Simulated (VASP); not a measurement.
# Al15N15F (a cell with a defect) in VASP: notebook

Runs on Al15N15F (a cell with a defect). Level: PBE. Tasks: single point.

All numbers are computed with VASP 6.6.1; they aren't measurements. Logs are shortened: lines on timing, memory, paths and dates and some standing lists are left out, and cuts for length are marked.

## (1) The cell of the first run

The cell holds a defect, 31 atoms: a = 6.260 Å, b = 6.260 Å, c = 10.035 Å, α = 90.00°, β = 90.00°, γ = 120.00°.

## (2) Single point, PBE

The input, INCAR:

```
PREC     = Accurate       # precision mode
ENCUT    = 520            # plane-wave cutoff, eV
EDIFF    = 1E-6           # SCF threshold, eV
ISMEAR   = -1             # smearing method
SIGMA    = 0.01           # smearing width, eV
LREAL    = Auto         
LASPH    = T              # aspherical terms in the spheres
NELM     = 120            # most SCF steps
ALGO     = Normal         # electronic algorithm
ISIF     = 2              # what is computed and relaxed
LWAVE    = F              # write WAVECAR
LCHARG   = F              # write CHGCAR
GGA      = PE             # functional
NBANDS   = 84             # bands
NELECT   = 128.0        
GGA_COMPAT= F
```

The input, KPOINTS:

```
Automatic mesh
0
Gamma
  1 1 1
  0.25 0.25 0.25
```

The input, POSCAR:

```
Al15N15F
1.0
    6.2595139102      0.0000000601      0.0000000000
   -3.1297570100      5.4208980298      0.0000000000
    0.0000000000      0.0000000000     10.0348065900
Al F N
15 1 15
Direct
    0.3315161066      0.1679587015      0.2360949453
    0.3298767458      0.1697222206      0.7504191663
    0.1647718670      0.3347237594      0.9918103379
    0.3330686773      0.6651037215      0.2558216308
    0.1548337478      0.7975130564      0.5038020120
    0.3308385170      0.6597906078      0.7481449966
    0.1654809655      0.8324135080      1.0006932008
    0.8344154273      0.1664296046      0.2558254327
    0.7021261597      0.3445789491      0.5038187067
    0.8396541894      0.1686528369      0.7481423031
    0.6671674690      0.3340911658      1.0007009712
    0.8308879067      0.6685426477      0.2504928020
    0.6603404537      0.8388508935      0.5003514860
    0.8306643389      0.6690316070      0.7501091381
    0.6643324528      0.8351737783      1.0005960350
    0.3394200582      0.1599108280      0.4285445483
    0.1668674448      0.3326796212      0.1867115018
    0.3341997863      0.1653552395      0.9436642353
    0.1681937736      0.3312556850      0.7106609093
    0.3426835082      0.6874433304      0.4361374480
    0.1643831934      0.8316158343      0.1908913976
    0.3325921517      0.6736132809      0.9416263800
    0.1671918140      0.8339698281      0.6891839040
    0.8117834260      0.1564374547      0.4361131300
    0.6678497302      0.3349521917      0.1908973240
    0.8258883043      0.1669677161      0.9416051596
    0.6657201030      0.3325187823      0.6891889741
    0.8301932381      0.6691258533      0.4403079922
    0.6675376621      0.8318697219      0.1883854328
    0.8311084620      0.6684705370      0.9400011075
    0.6667062255      0.8327295202      0.6925591542
```

Potentials or basis: VASP PAW PBE potentials, release 64 (Al, F, N).

Run with:

```sh
cat potpaw_PBE.64/Al/POTCAR potpaw_PBE.64/F/POTCAR potpaw_PBE.64/N/POTCAR > POTCAR
mpirun -np 1 vasp_std > vasp.out
```

OUTCAR:

```text
PREC = Accurate
   ENCUT = 520
   EDIFF = 1E-6
   ISMEAR = -1
   LREAL = Auto
   LASPH = T
   NELM = 120
   ISIF = 2
   GGA = PE
   NELECT = 128.0

 ion  position               nearest neighbor table
   1  0.332  0.168  0.236-  17 1.85  25 1.88  21 1.88  16 1.93   7 2.98  11 2.98   3 3.05   8 3.11
                             4 3.11  12 3.13  12 3.13   4 3.16   8 3.16   5 3.35   9 3.36
   2  0.330  0.170  0.750-  19 1.80  23 1.92  27 1.92  18 1.94   3 3.01   6 3.06  10 3.07   7 3.11
                            11 3.11  14 3.13  14 3.13   5 3.19   9 3.19  10 3.19   6 3.20
   3  0.165  0.335  0.992-  18 1.90  22 1.90  26 1.90  17 1.96   2 3.01   6 3.01  10 3.01   1 3.05
                            11 3.11   7 3.11  15 3.13  15 3.13   7 3.15  11 3.15   8 3.20   4 3.20
   4  0.333  0.665  0.256-  20 1.81  21 1.93  17 1.93  29 1.94   5 3.01  13 3.03  12 3.11   1 3.11
                             8 3.12  15 3.13   8 3.14   7 3.14  12 3.15   1 3.16   3 3.20
   5  0.155  0.798  0.504-  20 1.77  23 1.87  28 1.88  16 2.10   9 2.83   6 2.99   4 3.01  14 3.04
                            13 3.04  12 3.10   2 3.19  13 3.23   1 3.35
   6  0.331  0.660  0.748-  19 1.82  31 1.90  23 1.92  22 1.94   5 2.99   3 3.01  13 3.06   2 3.06
                            10 3.07  14 3.10  15 3.11   7 3.13  14 3.16  10 3.19   2 3.20
   7  0.165  0.832  0.001-  22 1.86  18 1.89  21 1.91  30 1.91   1 2.98  12 3.09  14 3.10   2 3.11
                            15 3.11   3 3.11  11 3.12   6 3.13   4 3.14  11 3.14  15 3.15   3 3.15
   8  0.834  0.166  0.256-  24 1.81  25 1.93  17 1.93  29 1.94   9 3.01  13 3.03  12 3.11   1 3.11
                             4 3.12  15 3.13   4 3.14  11 3.14  12 3.15   1 3.16   3 3.20
   9  0.702  0.345  0.504-  24 1.77  27 1.87  28 1.88  16 2.11   5 2.83  10 2.99   8 3.01  14 3.04
                            13 3.04  12 3.10   2 3.19  13 3.23   1 3.36
  10  0.840  0.169  0.748-  19 1.82  31 1.90  27 1.92  26 1.94   9 2.99   3 3.01  13 3.06   2 3.07
                             6 3.07  14 3.10  15 3.11  11 3.13  14 3.16   6 3.19   2 3.19
  11  0.667  0.334  0.001-  26 1.86  18 1.89  25 1.91  30 1.91   1 2.98  12 3.09  14 3.10   2 3.11
                             3 3.11  15 3.11   7 3.12  10 3.13   8 3.14   7 3.14  15 3.15   3 3.15
  12  0.831  0.669  0.250-  29 1.88  21 1.90  28 1.90  25 1.90  15 3.09  11 3.09   7 3.09   5 3.10
                             9 3.10   4 3.11   8 3.11  13 3.11   1 3.13   1 3.13   8 3.15   4 3.15
  13  0.660  0.839  0.500-  24 1.84  20 1.84  31 1.93  28 1.94   4 3.03   8 3.03   5 3.04   9 3.04
                             6 3.06  10 3.06  14 3.11  12 3.11   5 3.23   9 3.23
  14  0.831  0.669  0.750-  31 1.87  30 1.91  27 1.92  23 1.92   5 3.04   9 3.04  15 3.09  10 3.10
                             6 3.10   7 3.10  11 3.10  13 3.11   2 3.13   2 3.13   6 3.16  10 3.16
  15  0.664  0.835  0.001-  29 1.88  22 1.89  26 1.89  30 1.91  12 3.09  14 3.09  10 3.11   6 3.11
                             7 3.11  11 3.11   4 3.13   8 3.13   3 3.13   3 3.13  11 3.15   7 3.15
  16  0.339  0.160  0.429-   1 1.93   5 2.10   9 2.11
  17  0.167  0.333  0.187-   1 1.85   4 1.93   8 1.93   3 1.96
  18  0.334  0.165  0.944-   7 1.89  11 1.89   3 1.90   2 1.94
  19  0.168  0.331  0.711-   2 1.80   6 1.82  10 1.82
  20  0.343  0.687  0.436-   5 1.77   4 1.81  13 1.84
  21  0.164  0.832  0.191-   1 1.88  12 1.90   7 1.91   4 1.93
  22  0.333  0.674  0.942-   7 1.86  15 1.89   3 1.90   6 1.94
  23  0.167  0.834  0.689-   5 1.87   2 1.92  14 1.92   6 1.92
  24  0.812  0.156  0.436-   9 1.77   8 1.81  13 1.84
  25  0.668  0.335  0.191-   1 1.88  12 1.90  11 1.91   8 1.93
  26  0.826  0.167  0.942-  11 1.86  15 1.89   3 1.90  10 1.94
  27  0.666  0.333  0.689-   9 1.87   2 1.92  14 1.92  10 1.92
  28  0.830  0.669  0.440-   9 1.88   5 1.88  12 1.90  13 1.94
  29  0.668  0.832  0.188-  12 1.88  15 1.88   4 1.94   8 1.94
  30  0.831  0.668  0.940-  14 1.91  15 1.91   7 1.91  11 1.91
  31  0.667  0.833  0.693-  14 1.87   6 1.90  10 1.90  13 1.93

  LATTYP: Found a hexagonal cell.
 ALAT       =     6.2595139102
 C/A-ratio  =     1.6031287308

  Lattice vectors:

 A1 = (   6.2595139102,   0.0000000601,   0.0000000000)
 A2 = (  -3.1297570100,   5.4208980298,   0.0000000000)
 A3 = (   0.0000000000,   0.0000000000,  10.0348065900)

Analysis of symmetry for initial positions (statically):
=====================================================================
 Subroutine PRICEL returns:
 Original cell was already a primitive cell.

 Routine SETGRP: Setting up the symmetry group for a
 hexagonal supercell.

 Subroutine GETGRP returns: Found  1 space group operations
 (whereof  1 operations were pure point group operations)
 out of a pool of 24 trial point group operations.

The static configuration has the point symmetry C_1 .

Analysis of symmetry for dynamics (positions and initial velocities):
=====================================================================
 Subroutine PRICEL returns:
 Original cell was already a primitive cell.

 Routine SETGRP: Setting up the symmetry group for a
 hexagonal supercell.

[... 104 lines left out ...]
     0.000000000  0.000000000  0.099653141     0.000000000  0.000000000  1.000000000

  Length of vectors
     0.184471279  0.184471279  0.099653141

  Shift w.r.t. Gamma in fractional coordinates (k-lattice)
     0.250000000  0.250000000  0.250000000

 Subroutine IBZKPT returns following result:
 ===========================================

 Found      6 irreducible k-points:

 Following reciprocal coordinates:
            Coordinates               Weight
  0.250000  0.250000  0.250000      2.000000
 -0.250000  0.500000  0.250000      2.000000
  0.500000  0.250000  0.250000      2.000000
 -0.250000 -0.250000  0.250000      2.000000
  0.250000  0.500000  0.250000      2.000000
  0.500000 -0.250000  0.250000      2.000000
   k-points           NKPTS =      6   k-points in BZ     NKDIM =      6   number of bands    NBANDS=     84
   number of dos      NEDOS =    301   number of ions     NIONS =     31
   total plane-waves  NPLWV = 184320
   dimension x,y,z NGX =    48 NGY =   48 NGZ =   80
   dimension x,y,z NGXF=    96 NGYF=   96 NGZF=  160
   ions per type =              15   1  15
   NGX,Y,Z   is equivalent  to a cutoff of  12.75, 12.75, 13.25 a.u.
   NGXF,Y,Z  is equivalent  to a cutoff of  25.50, 25.50, 26.51 a.u.
 SYSTEM =  unknown system
   PREC   = accura    normal or accurate (medium, high low for compatibility)
   ISTART =      0    job   : 0-new  1-cont  2-samecut
   ICHARG =      2    charge: 1-file 2-atom 10-const
   ISPIN  =      1    spin polarized calculation?
   LNONCOLLINEAR =      F non collinear calculations
   LSORBIT =      F    spin-orbit coupling
   LASPH  =      T    aspherical Exc in radial PAW
   ENCUT  =  520.0 eV  38.22 Ry    6.18 a.u.  11.64 11.64 18.66*2*pi/ulx,y,z
   NELM   =    120;   NELMIN=  2; NELMDL= -5     # of ELM steps
   EDIFF  = 0.1E-05   stopping-criterion for ELM
   LREAL  =      T    real-space projection
   EDIFFG = 0.1E-04   stopping-criterion for IOM
   NSW    =      0    number of steps for IOM
   IBRION =     -1    ionic relax: 0-MD 1-quasi-New 2-CG
   NFREE  =      0    steps in history (QN), initial steepest desc. (CG)
   ISIF   =      2    stress and relaxation
   ISYM   =      2    0-nonsym 1-usesym 2-fastsym
   POTIM  = 0.5000    time-step for ionic-motion
   TEBEG  =    0.0;   TEEND  =   0.0 temperature during run
   PSTRESS=    0.0 pullay stress
   NELECT =     128.0000    total number of electrons
   NUPDOWN=      -1.0000    fix difference up-down
   EMIN   =  10.00;   EMAX   =-10.00  energy-range for DOS
   EFERMI =   0.00;   METHOD = LEGACY
   ISMEAR =    -1;   SIGMA  =   0.01  broadening in eV -4-tet -1-fermi 0-gaus
   EFERMI_NEDOS =   21; number of points for ismear=-14 and -15
   IALGO  =     38    algorithm
   IMIX   =      4    mixing-type and parameters
     AMIX     =   0.40;   BMIX     =  1.00
     AMIX_MAG =   1.60;   BMIX_MAG =  1.00
  volume/ion in A,a.u.               =      10.98        74.12
  Fermi-wavevector in a.u.,A,eV,Ry     =   1.181511  2.232733 18.993310  1.395969
  Thomas-Fermi vector in A             =   2.317783
   LORBIT       =      0    0 simple, 1 ext, 2 COOP (PROOUT), +10 PAW based schemes
   GGA     = PE    functional components
   LHFCALC =     F    Hartree Fock is set to
   AEXX    =    0.0000 exact exchange contribution
   IVDW    =     0    specifies the selected vdW correction
   LEPSILON=     F    determine dielectric tensor
   LRPA    =     F    only Hartree local field effects (RPA)
 non-spin polarized calculation
  energy-cutoff  :      520.00
  volume of cell :      340.50
 maximum number of plane-waves:      9148
 NGX is ok and might be reduce to    48
   NGX = 23   NGY = 23   NGZ = 37

 number of electron     127.9999996 magnetization

 Free energy of the ion-electron system (eV)
  ---------------------------------------------------
  ext. energy  EPLUGINS =         0.00000000
  ---------------------------------------------------
  free energy    TOTEN  =      -220.47999334 eV

  energy without entropy =     -220.47999334  energy(sigma->0) =     -220.47999334

 E-fermi :   6.9722     XC(G=0): -10.6500

 val. band max:        6.6395139327   @ k =   0.5000  -0.2500   0.2500
 cond. band min:      10.5087893879   @ k =  -0.2500   0.5000   0.2500
 fundamental gap:      3.8692754552
 Fermi energy:         6.9721570706

 k-point     1 :       0.2500    0.2500    0.2500
  band No.  band energies     occupation
      1     -19.1402      2.00000
      2      -9.1936      2.00000
      3      -8.7987      2.00000
      4      -8.6258      2.00000
      5      -8.4339      2.00000
      6      -8.3048      2.00000
[... 463 lines left out ...]
     75      12.2817      0.00000
     76      12.4540      0.00000
 [bands above 76 left out]

------------------------ aborting loop because EDIFF is reached ----------------------------------------

  FORCE on cell =-STRESS in cart. coord.  units (eV):
  Direction    XX          YY          ZZ          XY          YZ          ZX
  --------------------------------------------------------------------------------------
  -------------------------------------------------------------------------------------
  Total        9.2386478      8.7697669     16.7600973     -0.4138035     -0.1528842      0.2665542
  in kB       43.4708504     41.2646129     78.8617232     -1.9470806     -0.7193700      1.2542246
  external PRESSURE =      54.5323955 kB  Pullay stress =       0.0000000 kB

 VOLUME and BASIS-vectors are now :
 -----------------------------------------------------------------------------
  energy-cutoff  :      520.00
  volume of cell :      340.50
      direct lattice vectors                 reciprocal lattice vectors
     6.259513910  0.000000060  0.000000000     0.159756813  0.092235641  0.000000000
    -3.129757010  5.420898030  0.000000000    -0.000000002  0.184471279  0.000000000
     0.000000000  0.000000000 10.034806590     0.000000000  0.000000000  0.099653141

 POSITION                                       TOTAL-FORCE (eV/Angst)
 -----------------------------------------------------------------------------------
      1.54946      0.91049      2.36917         0.120997     -0.070739     -0.003988
      1.53368      0.92005      7.53031         0.166472     -0.093372      0.012641
     -0.01621      1.81450      9.95262        -0.130033      0.075414      0.011349
      0.00323      3.60546      2.56712         0.114734     -0.045560     -0.010523
     -1.52684      4.32324      5.05556        -0.030739      0.082155      0.058544
      0.00590      3.57666      7.50749         0.096798     -0.064532     -0.012601
[... 23 lines left out ...]
      3.11018      3.62371      9.43273         0.175569     -0.101658     -0.004463
      1.56702      4.51414      6.94970        -0.194519      0.115958     -0.132541
 -----------------------------------------------------------------------------------
    total drift:                                0.001454     -0.001899      0.003977

  FREE ENERGIE OF THE ION-ELECTRON SYSTEM (eV)
  ---------------------------------------------------
  free  energy   TOTEN  =      -220.4799933415 eV

  energy  without entropy=     -220.4799933415  energy(sigma->0) =     -220.47999334
```

Wall time 7.4 min (1 thread of Intel Xeon 8259CL, shared host); peak memory 0.48 GiB.

Results:

```yaml
Free_energy: -220.4800 eV
Largest_force: 0.301 eV/Å
```

Forces in eV/Å, atoms in the order of the input:
```
Al   0.121 -0.071 -0.004
Al   0.166 -0.093  0.013
Al  -0.130  0.075  0.011
Al   0.115 -0.046 -0.011
Al  -0.031  0.082  0.059
Al   0.097 -0.065 -0.013
Al  -0.119  0.077 -0.001
Al   0.100 -0.084 -0.013
Al  -0.088 -0.013  0.061
Al   0.107 -0.052 -0.013
Al  -0.129  0.063 -0.002
Al   0.089 -0.053  0.033
Al  -0.069  0.038  0.008
Al   0.158 -0.094  0.003
Al  -0.125  0.076  0.013
F    0.042 -0.026 -0.014
N   -0.227  0.127  0.031
N    0.184 -0.105  0.043
N   -0.255  0.149 -0.056
N    0.132 -0.105 -0.022
N   -0.128  0.109 -0.033
N    0.212 -0.119 -0.033
N   -0.158  0.088  0.102
N    0.156 -0.055 -0.020
N   -0.163  0.068 -0.033
N    0.213 -0.130 -0.029
N   -0.159  0.084  0.103
N    0.064 -0.035 -0.052
N   -0.155  0.093  0.004
N    0.176 -0.102 -0.004
N   -0.195  0.116 -0.133
```

Caveat: the k points lie up to 0.58 Å⁻¹ apart; the cell carries a net charge on a neutralising background, which shifts energy and pressure; the cell is charged against a uniform background, so pressure and absolute levels hang on convention.

## (3) Single point, PBE

Changes to INCAR since step 2:

```diff
@@ -11,6 +11,7 @@
 LWAVE    = F              # write WAVECAR
-LCHARG   = F              # write CHGCAR
+LCHARG   = T              # write CHGCAR
 GGA      = PE             # functional
+LELF     = T              # ELF
+LVHAR    = T            
 NBANDS   = 84             # bands
-NELECT   = 128.0        
 GGA_COMPAT= F
```

KPOINTS is that of step 2.

The input, POSCAR:

```
Al15N15F
1.0
    6.2595139102      0.0000000601      0.0000000000
   -3.1297570100      5.4208980298      0.0000000000
    0.0000000000      0.0000000000     10.0348065900
Al F N
15 1 15
Direct
    0.3348616099      0.1684803104      0.2354479757
    0.3310527475      0.1713656072      0.7503852878
    0.1654598318      0.3368087719      0.9972931397
    0.3382510021      0.6679830751      0.2540396359
    0.1581914343      0.8052471899      0.5051295558
    0.3339551967      0.6673007139      0.7489030113
    0.1667218379      0.8337666302      1.0002622096
    0.8343088817      0.1643545954      0.2539742367
    0.6981258118      0.3444359598      0.5053013898
    0.8351506324      0.1683933492      0.7490872465
    0.6685307913      0.3358121873      1.0003629236
    0.8342113627      0.6686818698      0.2495855813
    0.6675817968      0.8340396287      0.5046325685
    0.8327025416      0.6698627578      0.7521410407
    0.6668549766      0.8355339960      1.0001074726
    0.3424446163      0.1595057189      0.4315131132
    0.1688053377      0.3337668138      0.1909008735
    0.3329489391      0.1689565580      0.9427921469
    0.1667850392      0.3356821682      0.7044717935
    0.3536581505      0.6990525573      0.4370713647
    0.1688638140      0.8331071765      0.1913915008
    0.3331366038      0.6723282992      0.9409986607
    0.1684268893      0.8374460386      0.6896080053
    0.8010976472      0.1468976786      0.4367072629
    0.6702869034      0.3346008211      0.1912829403
    0.8298239162      0.1692588472      0.9411658905
    0.6652448496      0.3340666683      0.6897492009
    0.8343956508      0.6677240074      0.4403481689
    0.6704460019      0.8319026844      0.1882596191
    0.8331811054      0.6692939722      0.9407911858
    0.6686426705      0.8335440147      0.6938277324
```

Potentials or basis: VASP PAW PBE potentials, release 64 (Al, F, N).

Run with:

```sh
cat potpaw_PBE.64/Al/POTCAR potpaw_PBE.64/F/POTCAR potpaw_PBE.64/N/POTCAR > POTCAR
mpirun -np 1 vasp_std > vasp.out
```

It took 8.8 min on 1 thread of Intel Xeon 8259CL, shared host; peak memory 0.48 GiB.

The run converged. Its results:

| Property | Result |
| --- | --- |
| Free energy | -226.9194 eV |
| Pressure | 0.8 GPa |
| Largest force | 0.288 eV/Å |
| Band gap on the k mesh | zero (an odd number of electrons rules out a gap without spin polarisation) |

Forces in eV/Å, atoms in the order of the input:
```
Al   0.113 -0.079 -0.044
Al  -0.008  0.011  0.022
Al  -0.127  0.073 -0.106
Al   0.071 -0.060 -0.150
Al  -0.160  0.112  0.133
Al   0.092 -0.229  0.056
Al  -0.078  0.085 -0.017
Al   0.116 -0.054 -0.170
Al  -0.191  0.073  0.145
Al   0.247  0.029  0.047
Al  -0.118  0.022 -0.050
Al   0.125 -0.049 -0.008
Al   0.133 -0.115  0.228
Al   0.138 -0.083  0.023
Al  -0.152  0.082 -0.050
F    0.069 -0.039 -0.020
N   -0.223  0.123  0.084
N    0.239 -0.105  0.066
N   -0.157  0.080  0.019
N    0.049 -0.160 -0.121
N   -0.152  0.065  0.034
N    0.176 -0.070  0.050
N   -0.133  0.071  0.017
N    0.177  0.100 -0.111
N   -0.159  0.058  0.044
N    0.162 -0.120  0.037
N   -0.134  0.077  0.006
N    0.053 -0.020 -0.069
N   -0.171  0.110  0.062
N    0.173 -0.102  0.010
N   -0.170  0.116 -0.169
```

Stress tensor (GPa, compression positive):
```
-0.04 -0.71 -0.25
-0.71 -0.75  0.15
-0.25  0.15  3.26
```

Levels at points of the mesh, in eV from the Fermi level:
| k point | band 60 | band 61 | band 62 | band 63 | band 64 | band 65 | band 66 | band 67 |
| --- | --- | --- | --- | --- | --- | --- | --- | --- |
| (0.25, 0.25, 0.25) | -1.51 | -1.44 | -1.05 | -0.77 | -0.04 | 4.46 | 4.84 | 5.10 |

Caveat: the k points lie up to 0.58 Å⁻¹ apart, too coarse for converged energies and pressures of a metal; an odd number of electrons without spin polarisation forces a metal; a magnetic or distorted state may lie lower.

(Continued in part 2 of 2.)

The gap in the log of VASP goes by the Fermi energy; the results here count the filled bands.